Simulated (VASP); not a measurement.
The system is LiH.

```xyz
2
Lattice="0.0000 2.2309 2.2309 2.2309 0.0000 2.2309 2.2309 2.2309 0.0000" Properties=species:S:1:pos:R:3 pbc="T T T"
Li    0.0000    0.0000    0.0000
H     1.1155    1.1155    1.1155
```

This cell differs from its parent crystal: strain +4.0%.

Base run:

| Property | Result |
| --- | --- |
| Program | VASP 6.6.1 |
| Functional | PBE |
| Potentials or basis | VASP PAW PBE potentials, release 64 (Li_sv, H) |
| Cutoff | 520 eV |
| k mesh | 6 × 6 × 6 |
| Occupations | gaussian, width 0.01 eV |
| Spin | no spin polarisation |

Its results: band gap on the k mesh 4.12 eV (least direct gap 5.00 eV).

Q: The run is repeated on the same cell with these changes: functional from PBE to r2SCAN; k mesh from 6 × 6 × 6 to 10 × 10 × 10. What comes out?

A: Band gap on the k mesh 4.64 eV (least direct gap 5.56 eV).

Several settings changed at once.

A k mesh can miss the band edges.
